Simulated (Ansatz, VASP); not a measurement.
# One calculation of Na2S, two programs

```
S Na
1.0
     0.00000    3.27350    3.27350
     3.27350    0.00000    3.27350
     3.27350    3.27350    0.00000
S Na
1 2
Direct
  0.00000 0.00000 0.00000
  0.75000 0.75000 0.75000
  0.25000 0.25000 0.25000
```

Alike in both runs: task single point; functional PBEsol; k mesh 7 × 7 × 7; occupations fermi-dirac, width 0.05 eV; no spin polarisation.

```csv
,VASP,Ansatz
version,VASP 6.6.1,Ansatz 0.2.0
potentials or method,"VASP PAW PBE potentials, release 64 (S, Na_pv)",Ansatz PAW
plane-wave cutoff (eV),500,420
valence electrons in the cell,20,24
```

|  | VASP | Ansatz | Ansatz less VASP |
| --- | --- | --- | --- |
| gap on the k mesh at the Fermi level (eV) | 2.36 | 2.36 | +0.004 |
| least direct gap on the mesh (eV) | 2.36 | 2.36 | +0.004 |
| pressure (GPa) | -0.5 | -0.6 | -0.04 |

VASP's potentials were made for PBE, not for PBEsol. The functional is the same, so the differences come from potentials, cutoffs and numerics. VASP's potentials hold 20 valence electrons a cell and Ansatz's 24, so a difference there can come from the potentials and not from the codes.

Noted on Ansatz's run: odd divisions of the mesh miss points on the zone boundary, where band edges often lie, so the gap on the mesh can be too wide.
